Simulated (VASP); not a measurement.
# Li (P6_3/mmc) in VASP: a series of runs

Li is run at these levels: PBEsol; tasks: single point.

All numbers are computed with VASP 6.6.1; they aren't measurements. Logs are shortened: lines on timing, memory, paths and dates and some standing lists are left out, and cuts for length are marked.

## Step 1: The cell of the first run

It takes space group P6_3/mmc (No. 194, hexagonal). The conventional cell has a = 2.930 Å, b = 2.930 Å, c = 4.779 Å, α = 90.00°, β = 90.00°, γ = 120.00°. Within 3.9 Å of Li (site symmetry -6m2) lie 12 Li at 2.93 Å.

This isn't the form of Li at room conditions, which is bcc.

## Step 2: Single point, PBEsol (17.76 Å³/atom)

File INCAR:

```
SYSTEM = Li
PREC = Accurate
ENCUT = 520
EDIFF = 1E-7
ISMEAR = -1
SIGMA = 0.1
LREAL = .FALSE.
LASPH = .TRUE.
NELM = 80
ALGO = Normal
ISIF = 2
LWAVE = .FALSE.
LCHARG = .FALSE.
GGA = PS
NBANDS = 10
```

File KPOINTS:

```
Automatic mesh
0
G
  13 13 7
  0 0 0
```

File POSCAR:

```
Li
1.0
    2.9295486344      0.0000000000      0.0000000000
   -1.4647743172      2.5370635390      0.0000000000
    0.0000000000      0.0000000000      4.7788071161
Li
2
Direct
    0.3333333333      0.6666666667      0.2500000000
    0.6666666667      0.3333333333      0.7500000000
```

Potentials or basis: VASP PAW PBE potentials, release 64 (Li_sv).

The run is started by

```console
cat potpaw_PBE.64/Li_sv/POTCAR > POTCAR
mpirun -np 1 vasp_std > vasp.out
```

OUTCAR:

```text
SYSTEM = Li
   PREC = Accurate
   ENCUT = 520
   EDIFF = 1E-7
   ISMEAR = -1
   LREAL = .FALSE.
   LASPH = .TRUE.
   NELM = 80
   ISIF = 2
   GGA = PS

 ion  position               nearest neighbor table
   1  0.333  0.667  0.250-
   2  0.667  0.333  0.750-

  LATTYP: Found a hexagonal cell.
 ALAT       =     2.9295486344
 C/A-ratio  =     1.6312434824

  Lattice vectors:

 A1 = (   2.9295486344,   0.0000000000,   0.0000000000)
 A2 = (  -1.4647743172,   2.5370635390,   0.0000000000)
 A3 = (   0.0000000000,   0.0000000000,   4.7788071161)

Analysis of symmetry for initial positions (statically):
=====================================================================
 Subroutine PRICEL returns:
 Original cell was already a primitive cell.

 Routine SETGRP: Setting up the symmetry group for a
 hexagonal supercell.

 Subroutine GETGRP returns: Found 24 space group operations
 (whereof 12 operations were pure point group operations)
 out of a pool of 24 trial point group operations.

The static configuration has the point symmetry D_3d.
 The point group associated with its full space group is D_6h.

Analysis of symmetry for dynamics (positions and initial velocities):
=====================================================================
 Subroutine PRICEL returns:
 Original cell was already a primitive cell.

 Routine SETGRP: Setting up the symmetry group for a
 hexagonal supercell.

 Subroutine GETGRP returns: Found 24 space group operations
 (whereof 12 operations were pure point group operations)
 out of a pool of 24 trial point group operations.

The dynamic configuration has the point symmetry D_3d.
 The point group associated with its full space group is D_6h.

 Subroutine INISYM returns: Found 24 space group operations
 (whereof 12 operations are pure point group operations),
 and found     1 'primitive' translations

----------------------------------------------------------------------------------------

                                     Primitive cell

  volume of cell :      35.5182

  direct lattice vectors                    reciprocal lattice vectors
     2.929548634  0.000000000  0.000000000     0.341349513  0.197078233  0.000000000
    -1.464774317  2.537063539  0.000000000     0.000000000  0.394156467  0.000000000
[... 83 lines left out ...]
   ENCUT  =  520.0 eV  38.22 Ry    6.18 a.u.   5.45  5.45  8.89*2*pi/ulx,y,z
   NELM   =     80;   NELMIN=  2; NELMDL= -5     # of ELM steps
   EDIFF  = 0.1E-06   stopping-criterion for ELM
   LREAL  =      F    real-space projection
   EDIFFG = 0.1E-05   stopping-criterion for IOM
   NSW    =      0    number of steps for IOM
   IBRION =     -1    ionic relax: 0-MD 1-quasi-New 2-CG
   NFREE  =      0    steps in history (QN), initial steepest desc. (CG)
   ISIF   =      2    stress and relaxation
   ISYM   =      2    0-nonsym 1-usesym 2-fastsym
   POTIM  = 0.5000    time-step for ionic-motion
   TEBEG  =    0.0;   TEEND  =   0.0 temperature during run
   PSTRESS=    0.0 pullay stress
   NELECT =       6.0000    total number of electrons
   NUPDOWN=      -1.0000    fix difference up-down
   EMIN   =  10.00;   EMAX   =-10.00  energy-range for DOS
   EFERMI =   0.00;   METHOD = LEGACY
   ISMEAR =    -1;   SIGMA  =   0.10  broadening in eV -4-tet -1-fermi 0-gaus
   EFERMI_NEDOS =   21; number of points for ismear=-14 and -15
   IALGO  =     38    algorithm
   IMIX   =      4    mixing-type and parameters
     AMIX     =   0.40;   BMIX     =  1.00
     AMIX_MAG =   1.60;   BMIX_MAG =  1.00
  volume/ion in A,a.u.               =      17.76       119.84
  Fermi-wavevector in a.u.,A,eV,Ry     =   0.904985  1.710174 11.143143  0.818998
  Thomas-Fermi vector in A             =   2.028498
   LORBIT       =      0    0 simple, 1 ext, 2 COOP (PROOUT), +10 PAW based schemes
   GGA     = PS    functional components
   LHFCALC =     F    Hartree Fock is set to
   AEXX    =    0.0000 exact exchange contribution
   IVDW    =     0    specifies the selected vdW correction
   LEPSILON=     F    determine dielectric tensor
   LRPA    =     F    only Hartree local field effects (RPA)
 non-spin polarized calculation
  energy-cutoff  :      520.00
  volume of cell :       35.52
 maximum number of plane-waves:       989
 NGX is ok and might be reduce to    24
   NGX = 11   NGY = 11   NGZ = 17

 number of electron       6.0000002 magnetization

 Free energy of the ion-electron system (eV)
  ---------------------------------------------------
  ext. energy  EPLUGINS =         0.00000000
  ---------------------------------------------------
  free energy    TOTEN  =        -3.91569789 eV

  energy without entropy =       -3.88217571  energy(sigma->0) =       -3.89893680

 E-fermi :   1.0067     XC(G=0):  -7.3487

 val. band max:        1.0038392258   @ k =   0.2308   0.0769   0.2857
 cond. band min:       1.0115047692   @ k =   0.3846   0.1538   0.0000
 fundamental gap:      0.0076655434
 Fermi energy:         1.0067464616

 k-point     1 :       0.0000    0.0000    0.0000
  band No.  band energies     occupation
      1     -44.6817      2.00000
      2     -44.6489      2.00000
      3      -2.7033      2.00000
      4       0.9423      1.31162
      5       4.4168      0.00000
      6      14.6559      0.00000
      7      14.6559      0.00000
      8      16.1725      0.00000
      9      16.1725      0.00000
     10      16.9274      0.00000
[... 287 lines left out ...]
 k-point    24 :       0.1538    0.0000    0.1429
  band No.  band energies     occupation
      1     -44.6738      2.00000
      2     -44.6475      2.00000
      3      -2.2156      2.00000
      4       0.9664      1.19919
      5       5.2613      0.00000
      6      11.5920      0.00000
      7      12.8914      0.00000
      8      15.2676      0.00000
      9      15.5216      0.00000
     10      16.3115      0.00000

 [... further k-points ...]
[... 5 lines left out ...]
  --------------------------------------------------------------------------------------
  -------------------------------------------------------------------------------------
  Total        0.4452168      0.4452168      0.5083155     -0.0000000      0.0000000      0.0000000
  in kB       20.0830911     20.0830911     22.9293849     -0.0000000      0.0000000      0.0000000
  external PRESSURE =      21.0318557 kB  Pullay stress =       0.0000000 kB

 VOLUME and BASIS-vectors are now :
 -----------------------------------------------------------------------------
  energy-cutoff  :      520.00
  volume of cell :       35.52
      direct lattice vectors                 reciprocal lattice vectors
     2.929548634  0.000000000  0.000000000     0.341349513  0.197078233  0.000000000
    -1.464774317  2.537063539  0.000000000     0.000000000  0.394156467  0.000000000
     0.000000000  0.000000000  4.778807116     0.000000000  0.000000000  0.209257243

 POSITION                                       TOTAL-FORCE (eV/Angst)
 -----------------------------------------------------------------------------------
     -0.00000      1.69138      1.19470        -0.000000      0.000000      0.000000
      1.46477      0.84569      3.58411         0.000000      0.000000      0.000000
 -----------------------------------------------------------------------------------
    total drift:                               -0.000000      0.000000      0.000000

  FREE ENERGIE OF THE ION-ELECTRON SYSTEM (eV)
  ---------------------------------------------------
  free  energy   TOTEN  =        -3.9156978867 eV

  energy  without entropy=       -3.8821757136  energy(sigma->0) =       -3.89893680
```

OSZICAR:

```text
N       E                     dE             d eps       ncg     rms          rms(c)
DAV:   1     0.185482580949E+02    0.18548E+02   -0.31060E+03  1680   0.576E+02
DAV:   2    -0.140973789779E+01   -0.19958E+02   -0.19283E+02  2198   0.112E+02
DAV:   3    -0.386187008088E+01   -0.24521E+01   -0.24347E+01  2626   0.327E+01
DAV:   4    -0.391805960789E+01   -0.56190E-01   -0.56053E-01  2256   0.478E+00
DAV:   5    -0.391877702610E+01   -0.71742E-03   -0.71719E-03  2220   0.459E-01    0.374E-01
DAV:   6    -0.391633641455E+01    0.24406E-02   -0.15633E-03  2406   0.213E-01    0.211E-01
DAV:   7    -0.391563744244E+01    0.69897E-03   -0.38545E-03  2166   0.336E-01    0.489E-02
DAV:   8    -0.391570287219E+01   -0.65430E-04   -0.53324E-04  2166   0.152E-01    0.679E-03
DAV:   9    -0.391569956399E+01    0.33082E-05   -0.11268E-05  2310   0.241E-02    0.123E-03
DAV:  10    -0.391569820001E+01    0.13640E-05   -0.47048E-07  2244   0.449E-03    0.655E-04
DAV:  11    -0.391569791037E+01    0.28964E-06   -0.25847E-08  1370   0.150E-03    0.613E-05
DAV:  12    -0.391569788675E+01    0.23621E-07   -0.34392E-09  1052   0.576E-04
   1 F= -.39156979E+01 E0= -.38989368E+01  d E =-.335222E-01
```

It took 33 s on 1 thread of Intel Xeon 8259CL, shared host; peak memory 0.15 GiB.

Results:

```yaml
Free_energy: -3.9157 eV
Band_gap_on_the_k_mesh: zero (bands 3 and 4 overlap by 3.94 eV)
```

Levels at points of the mesh, in eV from the Fermi level:
```
           k point  band 1  band 2  band 3  band 4  band 5  band 6  band 7
(0.00, 0.00, 0.00)  -45.69  -45.66   -3.71   -0.06    3.41   13.65   13.65
```

Caveat: the cutoff is under 1.25 times the usual one of these potentials, so pressure, stress and relaxed cells hold a basis-set (Pulay) error; the PAW data sets were made with another functional, which shifts forces and pressure a little.

## Step 3: Single point, PBEsol

This run uses another cell than the first one, of 20.18 Å³/atom.

File INCAR:

```
PREC = Accurate ; ENCUT = 520
EDIFF = 1E-7 ; ISMEAR = -1
SIGMA = 0.1 ; LREAL = F
LASPH = T ; NELM = 80
ALGO = Normal ; ISIF = 2
LWAVE = F ; LCHARG = F
GGA = PS ; NBANDS = 10
```

File KPOINTS:

```
Automatic mesh
0
Gamma
  12 12 6
```

File POSCAR:

```
Li
1.0
    3.0570777783      0.0000000000      0.0000000000
   -1.5285388892      2.6475070174      0.0000000000
    0.0000000000      0.0000000000      4.9868382011
Li
2
Direct
    0.3333333333      0.6666666667      0.2500000000
    0.6666666667      0.3333333333      0.7500000000
```

Potentials or basis: VASP PAW PBE potentials, release 64 (Li_sv).

The run is started by

```console
cat potpaw_PBE.64/Li_sv/POTCAR > POTCAR
mpirun -np 1 vasp_std > vasp.out
```

Run time: 32 s. Hardware: 1 thread of Intel Xeon 8259CL, shared host; peak memory 0.16 GiB.

It converged, with:

| Quantity | Value |
| --- | --- |
| Free energy | -3.9515 eV |
| Band gap on the k mesh | zero (bands 3 and 4 overlap by 4.61 eV) |

Levels at points of the mesh, in eV from the Fermi level:
```
           k point  band 1  band 2  band 3  band 4  band 5  band 6  band 7  band 8
(0.00, 0.00, 0.00)  -45.87  -45.85   -3.53    0.02    2.99   12.53   12.53   13.93
(0.50, 0.00, 0.00)  -45.85  -45.84   -0.05    1.08    4.73    5.89    6.32    7.94
(0.00, 0.00, 0.50)  -45.86  -45.86   -2.41   -2.41    8.06    8.06   13.45   13.45
(0.50, 0.00, 0.50)  -45.85  -45.85    0.71    0.71    3.55    3.55    9.88    9.88
```

Caveat: the cutoff is under 1.25 times the usual one of these potentials, so pressure, stress and relaxed cells hold a basis-set (Pulay) error; the PAW data sets were made with another functional, which shifts forces and pressure a little.

## Step 4: Single point, PBEsol (18.57 Å³/atom)

This run uses another cell than the first one, of 18.57 Å³/atom.

File INCAR:

```
SYSTEM = Li
PREC = Accurate ; ENCUT = 520
EDIFF = 1E-6 ; ISMEAR = -1
SIGMA = 0.1 ; LREAL = .FALSE.
LASPH = .TRUE. ; NELM = 60
ALGO = Normal ; ISIF = 2
LWAVE = .FALSE. ; LCHARG = .FALSE.
GGA = PS ; NBANDS = 10
```

File KPOINTS:

```
regular mesh
0
G
  13 13 7
  0 0 0
```

File POSCAR:

```
Li
1.0
    2.9732796881      0.0000000000      0.0000000000
   -1.4866398441      2.5749357425      0.0000000000
    0.0000000000      0.0000000000      4.8501431125
Li
2
Direct
    0.3333333333      0.6666666667      0.2500000000
    0.6666666667      0.3333333333      0.7500000000
```

The run is started by

```console
cat potpaw_PBE.64/Li_sv/POTCAR > POTCAR
mpirun -np 1 vasp_std > vasp.out
```

Run time: 30 s. Hardware: 1 thread of Intel Xeon 8259CL, shared host; peak memory 0.16 GiB.

Results (log left out):

```yaml
Free_energy: -3.9342 eV
Band_gap_on_the_k_mesh: zero (bands 3 and 4 overlap by 3.87 eV)
```

Levels at points of the mesh, in eV from the Fermi level:
```csv
k point,band 1,band 2,band 3,band 4,band 5,band 6
"(0.00, 0.00, 0.00)",-45.76,-45.73,-3.66,-0.04,3.25,13.24
```

Caveat: the cutoff is under 1.25 times the usual one of these potentials, so pressure, stress and relaxed cells hold a basis-set (Pulay) error; the PAW data sets were made with another functional, which shifts forces and pressure a little.

## Step 5: Single point, PBEsol (19.37 Å³/atom)

This run uses another cell than the first one, of 19.37 Å³/atom.

File INCAR:

```
PREC = Accurate
ENCUT = 520
EDIFF = 1E-6
ISMEAR = -1
SIGMA = 0.1
LREAL = F
LASPH = T
NELM = 60
ALGO = Normal
ISIF = 2
LWAVE = F
LCHARG = T
GGA = PS
LELF = T
LVHAR = T
NBANDS = 10
```

File KPOINTS:

```
Automatic mesh
0
Gamma
  13 13 7
```

File POSCAR:

```
Li
1.0
    3.0157608517      0.0000000000      0.0000000000
   -1.5078804258      2.6117255093      0.0000000000
    0.0000000000      0.0000000000      4.9194402337
Li
2
Direct
    0.3333333333      0.6666666667      0.2500000000
    0.6666666667      0.3333333333      0.7500000000
```

The run is started by

```console
cat potpaw_PBE.64/Li_sv/POTCAR > POTCAR
mpirun -np 1 vasp_std > vasp.out
```

Wall time 32 s (1 thread of Intel Xeon 8259CL, shared host); peak memory 0.16 GiB.

Results (log left out):

```yaml
Free_energy: -3.9448 eV
Band_gap_on_the_k_mesh: zero (bands 3 and 4 overlap by 3.80 eV)
```

Levels at points of the mesh, in eV from the Fermi level:
```tsv
k point	band 1	band 2	band 3	band 4	band 5	band 6
(0.00, 0.00, 0.00)	-45.83	-45.81	-3.61	-0.02	3.10	12.86
```

Caveat: the cutoff is under 1.25 times the usual one of these potentials, so pressure, stress and relaxed cells hold a basis-set (Pulay) error; the PAW data sets were made with another functional, which shifts forces and pressure a little.

## Step 6: Single point, PBEsol (20.18 Å³/atom)

This run uses another cell than the first one, of 20.18 Å³/atom.

File INCAR:

```
PREC     = Accurate       # precision mode
ENCUT    = 520            # plane-wave cutoff, eV
EDIFF    = 1E-6           # SCF threshold, eV
ISMEAR   = -1             # smearing method
SIGMA    = 0.1            # smearing width, eV
LREAL    = False          # projectors in reciprocal space
LASPH    = True           # aspherical terms in the spheres
NELM     = 80             # most SCF steps
ALGO     = Normal         # electronic algorithm
ISIF     = 2              # what is computed and relaxed
LWAVE    = False          # write WAVECAR
LCHARG   = False          # write CHGCAR
GGA      = PS             # functional
NBANDS   = 10             # bands
```

KPOINTS is that of step 5.

File POSCAR:

```
Li
1.0
    3.0570777783      0.0000000000      0.0000000000
   -1.5285388892      2.6475070174      0.0000000000
    0.0000000000      0.0000000000      4.9868382011
Li
2
Direct
    0.3333333333      0.6666666667      0.2500000000
    0.6666666667      0.3333333333      0.7500000000
```

Potentials or basis: VASP PAW PBE potentials, release 64 (Li_sv).

The run is started by

```console
cat potpaw_PBE.64/Li_sv/POTCAR > POTCAR
mpirun -np 1 vasp_std > vasp.out
```

Wall time 30 s (1 thread of Intel Xeon 8259CL, shared host); peak memory 0.16 GiB.

The run converged. Its results:

| Item | Value |
| --- | --- |
| Free energy | -3.9487 eV |
| Band gap on the k mesh | zero (bands 3 and 4 overlap by 3.73 eV) |

Levels at points of the mesh, in eV from the Fermi level:
| k point | band 1 | band 2 | band 3 | band 4 | band 5 | band 6 |
| --- | --- | --- | --- | --- | --- | --- |
| (0.00, 0.00, 0.00) | -45.90 | -45.88 | -3.55 | -0.01 | 2.96 | 12.50 |

Caveat: the cutoff is under 1.25 times the usual one of these potentials, so pressure, stress and relaxed cells hold a basis-set (Pulay) error; the PAW data sets were made with another functional, which shifts forces and pressure a little.

## Step 7: The runs side by side

| cell | k mesh | gap on the mesh (eV) |
| --- | --- | --- |
| a = 2.930, b = 2.930, c = 4.779 Å, angles 90.0, 90.0, 120.0°, 2 atoms | 13 × 13 × 7 | none |
| a = 3.057, b = 3.057, c = 4.987 Å, angles 90.0, 90.0, 120.0°, 2 atoms | 12 × 12 × 6 | none |
| a = 2.973, b = 2.973, c = 4.850 Å, angles 90.0, 90.0, 120.0°, 2 atoms | 13 × 13 × 7 | none |
| a = 3.016, b = 3.016, c = 4.919 Å, angles 90.0, 90.0, 120.0°, 2 atoms | 13 × 13 × 7 | none |
| a = 3.057, b = 3.057, c = 4.987 Å, angles 90.0, 90.0, 120.0°, 2 atoms | 13 × 13 × 7 | none |

Alike in all rows: task single point; level PBEsol; potentials or basis VASP PAW PBE potentials, release 64 (Li_sv); no spin polarisation; cutoff (eV) 520; smearing fermi-dirac 0.1 eV.

Caveats: the cutoff is under 1.25 times the usual one of these potentials, so pressure, stress and relaxed cells hold a basis-set (Pulay) error; the PAW data sets were made with another functional, which shifts forces and pressure a little.

Absolute energies hang on the potentials; compare differences alone.
